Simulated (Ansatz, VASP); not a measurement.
# Two plane-wave programs on W

File INCAR:

```
SYSTEM = W
PREC = Accurate
ENCUT = 520
EDIFF = 1E-6
ISMEAR = 0
SIGMA = 0.15
LREAL = .False.
LASPH = .True.
NELM = 100
ALGO = Fast
ISIF = 2
LWAVE = .False.
LCHARG = .False.
GGA = PS
NBANDS = 21
```

File KPOINTS:

```
Automatic mesh
0
Gamma
  22 22 16
  0 0 0
```

The input POSCAR:

```
W
1.0
    0.0000000000     -1.9989957669     -1.9989957669
    0.0000000000      1.9989957669     -1.9989957669
    3.9979915338      0.0000000000      0.0000000000
W
2
Direct
    0.5000000000      0.5000000000      0.5281391291
    0.0000000000      0.0000000000     -0.0281391291
```

Input for Ansatz:

```yaml
crystal:
  lattice:
    - [0.0, -1.9989957669, -1.9989957669]
    - [0.0, 1.9989957669, -1.9989957669]
    - [3.9979915338, 0.0, 0.0]
  atoms:
    - { symbol: W, position: [0.5, 0.5, 0.5281391291] }
    - { symbol: W, position: [0.0, 0.0, -0.0281391291] }
basis:
  ecutwfc: 420
kpoints:
  mp_grid: { grid: [22, 22, 16] }
hamiltonian:
  xc: pbesol
scf:
  occupations: { method: gaussian, width: 0.15 }
output:
  forces: true
  stress: true
  eigenvalues: true
```

Change from the starting cell: mode 6 (217.3 1/cm) frozen in, largest displacement +0.113 Å.

Alike in both runs: task single point; functional PBEsol; k mesh 22 × 22 × 16; occupations gaussian, width 0.15 eV; no spin polarisation.

```csv
,VASP,Ansatz
version,VASP 6.6.1,Ansatz 0.2.0
potentials or method,"VASP PAW PBE potentials, release 64 (W_sv), cutoff 520 eV","scalar-relativistic, plane waves, PAW"
valence electrons in the cell,28,28
```

```csv
,VASP,Ansatz,Ansatz less VASP
gap on the k mesh at the Fermi level (eV),none,none,-
pressure (GPa),7.5,6.6,-0.85
"traceless stress, the component that is largest in VASP (GPa)",-13.31,-13.24,+0.076
rms of the force components (eV/Å),1.674,1.650,-0.0236
```

VASP's potentials were made for PBE, not for PBEsol. Atom by atom the forces differ by 0.024 eV/Å (rms over components). A gap of «none» marks a metal or a gap that the smearing closes. With one functional, cell and mesh, what is left measures potentials, basis and numerics.

Neither program's run includes spin-orbit coupling.
